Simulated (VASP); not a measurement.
# CuSi16 (a cell with a defect) in VASP: notebook, part 2 of 2

VASP 6.6.1.

## (3) Single point, PBE

INCAR

```
SYSTEM = CuSi16
PREC = Accurate
ENCUT = 520
EDIFF = 1E-7
ISMEAR = 0
SIGMA = 0.02
LREAL = Auto
LASPH = .True.
NELM = 80
ALGO = Normal
ISIF = 2
LWAVE = .False.
LCHARG = .False.
GGA = PE
NBANDS = 52
NELECT = 74.0
```

KPOINTS

```
regular mesh
0
Gamma
  2 2 2
  0 0 0
```

POSCAR

```
CuSi16
1.0
    0.0000000000      5.4300000000      5.4300000000
    5.4300000000      0.0000000000      5.4300000000
    5.4300000000      5.4300000000      0.0000000000
Si Cu
16 1
Direct
    0.0023266502      0.0011106072     -0.0019696109
    0.1171738157      0.1323237599      0.1239901805
   -0.0269745756      0.0071852672      0.5079463516
    0.1121087829      0.1246426743      0.6256583333
    0.0104195377      0.5034692058      0.0045896230
    0.1308804017      0.6286504488      0.1300930263
    0.0025813378      0.4969218222      0.5025830289
    0.1171674362      0.6236916660      0.6333189907
    0.5071411911      0.0021312526     -0.0168329575
    0.6280650772      0.1262000467      0.1122089070
    0.4892430991     -0.0148454040      0.4861626455
    0.6015357659      0.1155677320      0.6151177043
    0.5049551208      0.4987040024     -0.0000185379
    0.6362084476      0.6197782608      0.1202385508
    0.5069462223      0.4835425238      0.5029241275
    0.6283709485      0.6114815030      0.6274639742
    0.3398623008      0.8490813213      0.3486038226
```

Potentials or basis: VASP PAW PBE potentials, release 64 (Si, Cu).

Command:

```console
> cat potpaw_PBE.64/Si/POTCAR potpaw_PBE.64/Cu/POTCAR > POTCAR
> mpirun -np 1 vasp_std > vasp.out
```

OUTCAR:

```text
SYSTEM = CuSi16
   PREC = Accurate
   ENCUT = 520
   EDIFF = 1E-7
   ISMEAR = 0
   LREAL = Auto
   LASPH = .True.
   NELM = 80
   ISIF = 2
   GGA = PE
   NELECT = 74.0

 ion  position               nearest neighbor table
   1  0.002  0.001  0.998-   2 2.33   6 2.34   4 2.34  10 2.35
   2  0.117  0.132  0.124-   5 2.33   1 2.33   3 2.41   9 2.45  17 2.47
   3  0.973  0.007  0.508-  12 2.34   4 2.35  17 2.35   8 2.41   2 2.41
   4  0.112  0.125  0.626-   7 2.34   1 2.34   3 2.35  11 2.37
   5  0.010  0.503  0.005-   6 2.33   2 2.33   8 2.33  14 2.35
[... 640 lines left out ...]
  Total       -1.9571328     -1.3316308     -1.3843843      0.1144347     -0.7833298      0.1194163
  in kB       -9.7926764     -6.6629251     -6.9268818      0.5725834     -3.9194554      0.5975093
  external PRESSURE =      -7.7941611 kB  Pullay stress =       0.0000000 kB

 VOLUME and BASIS-vectors are now :
 -----------------------------------------------------------------------------
  energy-cutoff  :      520.00
  volume of cell :      320.21
      direct lattice vectors                 reciprocal lattice vectors
     0.000000000  5.430000000  5.430000000    -0.092081031  0.092081031  0.092081031
     5.430000000  0.000000000  5.430000000     0.092081031 -0.092081031  0.092081031
     5.430000000  5.430000000  0.000000000     0.092081031  0.092081031 -0.092081031

 POSITION                                       TOTAL-FORCE (eV/Angst)
 -----------------------------------------------------------------------------------
      5.42534      5.43194      0.01866         0.007495      0.004944     -0.004797
      1.39178      1.30952      1.35477         0.000198      0.013786      0.005033
      2.79716      8.04168      5.32254         0.001750     -0.030119     -0.023951
      4.07413      4.00608      1.28556        -0.008917      0.003010     -0.000382
      2.75876      0.08150      2.79042         0.005677     -0.006370     -0.006748
      4.11998      1.41709      4.12425        -0.010981     -0.001718      0.004753
[... 9 lines left out ...]
      6.72747      6.81918      6.73240        -0.002910     -0.003771     -0.000040
      6.50343      3.73837      6.45596         0.007080      0.003809     -0.008725
 -----------------------------------------------------------------------------------
    total drift:                                0.007893      0.003405     -0.004387

  FREE ENERGIE OF THE ION-ELECTRON SYSTEM (eV)
  ---------------------------------------------------
  free  energy   TOTEN  =       -94.2226498649 eV

  energy  without entropy=      -94.2226498626  energy(sigma->0) =      -94.22264986
```

stdout:

```text
POSCAR found type information on POSCAR SiCu
 POSCAR found :  2 types and      17 ions
 scaLAPACK will be used
 LDA part: xc-table for (Slater+PW92), standard interpolation
 POSCAR, INCAR and KPOINTS ok, starting setup
 FFT: planning ... GRIDC
 FFT: planning ... GRID_SOFT
 FFT: planning ... GRID
 WAVECAR not read
 entering main loop
 the old and the new charge density differ
 old charge density:    75.00000 new   74.00000
    0.225E+01
```

Wall time 6 min (1 thread of Intel Xeon Platinum 8559C (Emerald Rapids), shared host); peak memory 0.48 GiB.

What came out:

```yaml
Free_energy: -94.2226 eV
Largest_force: 0.039 eV/Å
```

Forces on the atoms (eV/Å):
```
Si   0.007  0.005 -0.005
Si   0.000  0.014  0.005
Si   0.002 -0.030 -0.024
Si  -0.009  0.003  0.000
Si   0.006 -0.006 -0.007
Si  -0.011 -0.002  0.005
Si   0.007 -0.004  0.007
Si  -0.004  0.009  0.014
Si  -0.004 -0.022  0.011
Si  -0.005  0.005  0.000
Si   0.010  0.005  0.014
Si   0.012  0.015  0.015
Si   0.006 -0.002 -0.004
Si  -0.008  0.006  0.000
Si  -0.014  0.005 -0.023
Si  -0.003 -0.004  0.000
Cu   0.007  0.004 -0.009
```

Levels at points of the mesh, in eV from the Fermi level:
```
           k point  band 34  band 35  band 36  band 37  band 38  band 39  band 40  band 41
(0.00, 0.00, 0.00)    -1.01    -0.64    -0.19    -0.07     0.07     0.41     0.59     0.61
(0.50, 0.00, 0.00)    -0.94    -0.88    -0.87    -0.80     0.49     1.15     1.25     1.32
(0.00, 0.50, 0.00)    -0.94    -0.90    -0.84    -0.74     0.55     1.12     1.26     1.31
(0.00, 0.00, 0.50)    -0.94    -0.90    -0.84    -0.74     0.55     1.13     1.26     1.31
(0.50, 0.50, 0.50)    -0.91    -0.89    -0.65    -0.52     0.53     1.00     1.34     1.37
(0.50, 0.50, 0.00)    -1.54    -1.46    -1.43    -1.08     0.66     0.99     1.94     2.06
(0.00, 0.50, 0.50)    -1.51    -1.50    -1.41    -1.11     0.67     0.99     1.96     2.05
(0.50, 0.00, 0.50)    -1.54    -1.46    -1.43    -1.08     0.66     0.99     1.94     2.06
```

Caveat: the k points lie up to 0.50 Å⁻¹ apart; the cell carries a net charge on a neutralising background, which shifts energy and pressure; the cell is charged against a uniform background, so pressure and absolute levels hang on convention.

## (4) Single point, PBE

INCAR

```
SYSTEM = CuSi16
  PREC = Accurate
  ENCUT = 520
  EDIFF = 1E-6
  ISMEAR = 0
  SIGMA = 0.02
  LREAL = Auto
  LASPH = .TRUE.
  NELM = 80
  ALGO = Normal
  ISIF = 2
  LWAVE = .FALSE.
  LCHARG = .TRUE.
  GGA = PE
  LELF = .TRUE.
  LVHAR = .TRUE.
  NBANDS = 52
  NELECT = 74.0
```

KPOINTS

```
regular mesh
0
G
  2 2 2
  0 0 0
```

POSCAR

```
CuSi16
1.0
    0.0000000000      5.4300000000      5.4300000000
    5.4300000000      0.0000000000      5.4300000000
    5.4300000000      5.4300000000      0.0000000000
Si Cu
16 1
Direct
   -0.0009094843      0.0077061694     -0.0079958564
    0.1127589319      0.1522290976      0.1176701657
   -0.0009653775      0.0080830571      0.5010357274
    0.1435628913      0.1150168508      0.6208210866
   -0.0423357274      0.5237534070      0.0091270718
    0.1181004604      0.6178673112      0.1223325046
    0.0008457643      0.4892676796      0.5047619705
    0.1178876611      0.6183666667      0.6414178637
    0.4873260589      0.0128883057      0.0000308471
    0.6271266114      0.1223225599      0.1232041436
    0.5146170350     -0.0058575506      0.4955888582
    0.6269374770      0.1223045120      0.6276104052
    0.4922338858      0.4966462247     -0.0014322284
    0.5862204420      0.6356244936      0.1394106814
    0.4918913444      0.4966692449      0.5131521179
    0.6282217311      0.6200744015      0.6260068140
    0.1613582873      0.7857063536      0.2761908840
```

Command:

```console
> cat potpaw_PBE.64/Si/POTCAR potpaw_PBE.64/Cu/POTCAR > POTCAR
> mpirun -np 1 vasp_std > vasp.out
```

Run time: 4.7 min. Hardware: 1 thread of Intel Xeon Platinum 8559C (Emerald Rapids), shared host; peak memory 0.49 GiB.

Results (log left out):

```
Free energy   : -94.2228 eV
Largest force : 0.027 eV/Å
```

Forces on the atoms (eV/Å):
```
Si   0.001  0.002 -0.001
Si   0.002 -0.014  0.023
Si   0.002  0.003 -0.012
Si   0.011 -0.011  0.003
Si  -0.013  0.016 -0.006
Si  -0.010 -0.002  0.009
Si   0.000  0.012 -0.017
Si  -0.004  0.000  0.003
Si   0.001 -0.004 -0.013
Si   0.004 -0.010  0.004
Si  -0.002  0.011 -0.008
Si   0.008 -0.001  0.008
Si  -0.002 -0.005 -0.008
Si   0.009 -0.014 -0.001
Si  -0.002  0.006 -0.004
Si  -0.001  0.000  0.006
Cu  -0.002  0.014  0.012
```

Levels at points of the mesh, in eV from the Fermi level:
```
           k point  band 33  band 34  band 35  band 36  band 37  band 38  band 39  band 40  band 41  band 42
(0.00, 0.00, 0.00)    -1.06    -1.01    -0.63    -0.19    -0.08     0.08     0.40     0.59     0.61     0.68
(0.50, 0.00, 0.00)    -2.15    -0.91    -0.89    -0.65    -0.52     0.52     1.01     1.34     1.37     1.57
(0.00, 0.50, 0.00)    -2.04    -0.94    -0.89    -0.87    -0.80     0.50     1.15     1.24     1.32     1.42
(0.00, 0.00, 0.50)    -2.01    -0.94    -0.90    -0.84    -0.74     0.55     1.12     1.26     1.31     1.44
(0.50, 0.50, 0.50)    -2.01    -0.94    -0.90    -0.84    -0.75     0.55     1.12     1.26     1.31     1.44
(0.50, 0.50, 0.00)    -1.86    -1.51    -1.50    -1.42    -1.12     0.67     0.98     1.96     2.05     2.17
(0.00, 0.50, 0.50)    -1.83    -1.54    -1.46    -1.43    -1.08     0.66     0.99     1.94     2.06     2.17
(0.50, 0.00, 0.50)    -1.83    -1.54    -1.46    -1.43    -1.08     0.66     0.99     1.94     2.06     2.17
```

Caveat: the k points lie up to 0.50 Å⁻¹ apart; the cell carries a net charge on a neutralising background, which shifts energy and pressure; the cell is charged against a uniform background, so pressure and absolute levels hang on convention.

## (5) Single point, PBE

INCAR

```
PREC = Accurate ; ENCUT = 520
EDIFF = 1E-6 ; ISMEAR = 0
SIGMA = 0.02 ; LREAL = Auto
LASPH = True ; NELM = 80
ALGO = Normal ; ISIF = 2
LWAVE = False ; LCHARG = True
GGA = PE ; LELF = True
LVHAR = True ; NELECT = 74.0
NBANDS = 52
```

KPOINTS

```
regular mesh
0
Gamma
  2 2 2
```

POSCAR

```
CuSi16
1.0
    0.0000000000      5.4300000000      5.4300000000
    5.4300000000      0.0000000000      5.4300000000
    5.4300000000      5.4300000000      0.0000000000
Si Cu
16 1
Direct
   -0.0076283610      0.0129933702     -0.0004383057
    0.1095189687      0.1505626151      0.1183552486
   -0.0201588398      0.0084083794      0.5029995396
    0.1116596685      0.1240755064      0.6273793738
    0.0053197974      0.5220627072      0.0114500000
    0.1323883978      0.6378944751      0.1404911602
   -0.0091172192      0.4980196133      0.5131704420
    0.1143071823      0.6173832413      0.6435841621
    0.4954908840      0.0073617864     -0.0112087477
    0.6199703499      0.1242915285      0.1191114180
    0.4845098527     -0.0081816759      0.4916951197
    0.6092688766      0.1111913444      0.6187272560
    0.5052183241      0.4981765193     -0.0016312155
    0.6371930018      0.6160718232      0.1218049724
    0.4996266114      0.4842232965      0.5061360037
    0.6183259669      0.6177556169      0.6261057090
    0.2805512891      0.7918625230      0.2877735727
```

Potentials or basis: VASP PAW PBE potentials, release 64 (Si, Cu).

Command:

```console
> cat potpaw_PBE.64/Si/POTCAR potpaw_PBE.64/Cu/POTCAR > POTCAR
> mpirun -np 1 vasp_std > vasp.out
```

OUTCAR:

```text
PREC = Accurate
   ENCUT = 520
   EDIFF = 1E-6
   ISMEAR = 0
   LREAL = Auto
   LASPH = True
   NELM = 80
   ISIF = 2
   GGA = PE
   NELECT = 74.0

 ion  position               nearest neighbor table
   1  0.992  0.013  1.000-   4 2.34  10 2.34   2 2.34   6 2.36
   2  0.110  0.151  0.118-   5 2.34   1 2.34  17 2.35   3 2.41   9 2.42
   3  0.980  0.008  0.503-  12 2.33   4 2.33   2 2.41  17 2.43   8 2.45
   4  0.112  0.124  0.627-   3 2.33   1 2.34  11 2.34   7 2.35
   5  0.005  0.522  0.011-   8 2.32  14 2.33   6 2.33   2 2.34
   6  0.132  0.638  0.140-   5 2.33   7 2.35  13 2.35   1 2.36  17 2.82
   7  0.991  0.498  0.513-  16 2.34   8 2.34   4 2.35   6 2.35
   8  0.114  0.617  0.644-   5 2.32  17 2.33   7 2.34  15 2.42   3 2.45
   9  0.495  0.007  0.989-  12 2.33  10 2.33   2 2.42  17 2.42  14 2.46
  10  0.620  0.124  0.119-   9 2.33   1 2.34  11 2.34  13 2.35
  11  0.485  0.992  0.492-  12 2.33  10 2.34   4 2.34  16 2.35
  12  0.609  0.111  0.619-  11 2.33   9 2.33   3 2.33  15 2.35
  13  0.505  0.498  0.998-  16 2.34  14 2.34  10 2.35   6 2.35
  14  0.637  0.616  0.122-   5 2.33  17 2.34  13 2.34  15 2.41   9 2.46
  15  0.500  0.484  0.506-  16 2.33  12 2.35  14 2.41   8 2.42  17 2.47
  16  0.618  0.618  0.626-  15 2.33  13 2.34   7 2.34  11 2.35
  17  0.281  0.792  0.288-   8 2.33  14 2.34   2 2.35   9 2.42   3 2.43  15 2.47   6 2.82

  LATTYP: Found a face centered cubic cell.
 ALAT       =    10.8600000000

  Lattice vectors:

 A1 = (   0.0000000000,   5.4300000000,   5.4300000000)
 A2 = (   5.4300000000,   0.0000000000,   5.4300000000)
 A3 = (   5.4300000000,   5.4300000000,   0.0000000000)

Analysis of symmetry for initial positions (statically):
=====================================================================
 Subroutine PRICEL returns:
 Original cell was already a primitive cell.

 Routine SETGRP: Setting up the symmetry group for a
 face centered cubic supercell.

 Subroutine GETGRP returns: Found  1 space group operations
 (whereof  1 operations were pure point group operations)
 out of a pool of 48 trial point group operations.

The static configuration has the point symmetry C_1 .

Analysis of symmetry for dynamics (positions and initial velocities):
[... 152 lines left out ...]
   IVDW    =     0    specifies the selected vdW correction
   LEPSILON=     F    determine dielectric tensor
   LRPA    =     F    only Hartree local field effects (RPA)
 non-spin polarized calculation
 Gauss-broadening in eV      SIGMA  =   0.02
  energy-cutoff  :      520.00
  volume of cell :      320.21
 maximum number of plane-waves:      8646
 NGX is ok and might be reduce to    60
   NGX = 29   NGY = 29   NGZ = 29

 number of electron      74.0000001 magnetization

 Free energy of the ion-electron system (eV)
  ---------------------------------------------------
  ext. energy  EPLUGINS =         0.00000000
  ---------------------------------------------------
  free energy    TOTEN  =       -94.21178796 eV

  energy without entropy =      -94.21178784  energy(sigma->0) =      -94.21178790

 E-fermi :   6.4242     XC(G=0):  -9.6126

 val. band max:        6.3607180473   @ k =   0.0000   0.0000   0.0000
 cond. band min:       6.4877344789   @ k =   0.0000   0.0000   0.0000
 fundamental gap:      0.1270164316
 Fermi energy:         6.4242263903

 k-point     1 :       0.0000    0.0000    0.0000
  band No.  band energies     occupation
      1      -5.8926      2.00000
      2      -3.5332      2.00000
      3      -3.5061      2.00000
      4      -3.4827      2.00000
      5      -3.4679      2.00000
      6      -1.9776      2.00000
[... 405 lines left out ...]
     48      10.4324      0.00000
     49      10.4567      0.00000
 [bands above 49 left out]

------------------------ aborting loop because EDIFF is reached ----------------------------------------

  FORCE on cell =-STRESS in cart. coord.  units (eV):
  Direction    XX          YY          ZZ          XY          YZ          ZX
  --------------------------------------------------------------------------------------
  -------------------------------------------------------------------------------------
  Total       -1.3045814     -1.8306340     -1.1075533      0.3285124      0.1204577     -0.6733131
  in kB       -6.5275811     -9.1597290     -5.5417345      1.6437391      0.6027199     -3.3689777
  external PRESSURE =      -7.0763482 kB  Pullay stress =       0.0000000 kB

 VOLUME and BASIS-vectors are now :
 -----------------------------------------------------------------------------
  energy-cutoff  :      520.00
  volume of cell :      320.21
      direct lattice vectors                 reciprocal lattice vectors
     0.000000000  5.430000000  5.430000000    -0.092081031  0.092081031  0.092081031
     5.430000000  0.000000000  5.430000000     0.092081031 -0.092081031  0.092081031
     5.430000000  5.430000000  0.000000000     0.092081031  0.092081031 -0.092081031

 POSITION                                       TOTAL-FORCE (eV/Angst)
 -----------------------------------------------------------------------------------
      5.49817     10.81620      5.45913        -0.003338     -0.000484     -0.003585
      1.46022      1.23736      1.41224         0.017719     -0.013164      0.027367
      2.77695      8.05182      5.36620         0.004989      0.004269     -0.002527
      4.08040      4.01298      1.28004        -0.002018      0.002024      0.003089
      2.89697      0.09106      2.86369        -0.018392     -0.005648     -0.013480
      4.22663      1.48174      4.18264        -0.000268     -0.002362      0.003806
[... 9 lines left out ...]
      6.75417      6.75726      6.71192         0.004130      0.003685      0.009526
      5.86242      3.08600      5.82321        -0.054447     -0.043138     -0.044976
 -----------------------------------------------------------------------------------
    total drift:                               -0.005184     -0.001914      0.005593

  FREE ENERGIE OF THE ION-ELECTRON SYSTEM (eV)
  ---------------------------------------------------
  free  energy   TOTEN  =       -94.2117879575 eV

  energy  without entropy=      -94.2117878396  energy(sigma->0) =      -94.21178790
```

It took 4.4 min on 1 thread of Intel Xeon Platinum 8559C (Emerald Rapids), shared host; peak memory 0.49 GiB.

What came out:

```
Free energy   : -94.2118 eV
Largest force : 0.083 eV/Å
```

Forces on the atoms (eV/Å):
```
Si  -0.003  0.000 -0.004
Si   0.018 -0.013  0.027
Si   0.005  0.004 -0.003
Si  -0.002  0.002  0.003
Si  -0.018 -0.006 -0.013
Si   0.000 -0.002  0.004
Si  -0.008 -0.002  0.002
Si   0.008  0.017 -0.007
Si   0.001  0.000  0.004
Si   0.006  0.011 -0.005
Si   0.011  0.014  0.006
Si   0.012  0.020  0.023
Si   0.002  0.002 -0.003
Si   0.011 -0.005  0.000
Si   0.008 -0.002  0.003
Si   0.004  0.004  0.010
Cu  -0.054 -0.043 -0.045
```

Levels at points of the mesh, in eV from the Fermi level:
| k point | band 35 | band 36 | band 37 | band 38 | band 39 | band 40 |
| --- | --- | --- | --- | --- | --- | --- |
| (0.00, 0.00, 0.00) | -0.62 | -0.21 | -0.06 | 0.06 | 0.26 | 0.56 |
| (0.50, 0.00, 0.00) | -0.94 | -0.90 | -0.77 | 0.56 | 1.08 | 1.17 |
| (0.00, 0.50, 0.00) | -0.94 | -0.93 | -0.81 | 0.53 | 1.09 | 1.15 |
| (0.00, 0.00, 0.50) | -0.94 | -0.90 | -0.76 | 0.57 | 1.08 | 1.17 |
| (0.50, 0.50, 0.50) | -0.92 | -0.64 | -0.51 | 0.53 | 0.96 | 1.36 |
| (0.50, 0.50, 0.00) | -1.54 | -1.46 | -1.14 | 0.66 | 0.91 | 1.88 |
| (0.00, 0.50, 0.50) | -1.54 | -1.46 | -1.15 | 0.66 | 0.91 | 1.88 |
| (0.50, 0.00, 0.50) | -1.52 | -1.44 | -1.19 | 0.67 | 0.91 | 1.89 |

Caveat: the k points lie up to 0.50 Å⁻¹ apart; the cell carries a net charge on a neutralising background, which shifts energy and pressure; the cell is charged against a uniform background, so pressure and absolute levels hang on convention.
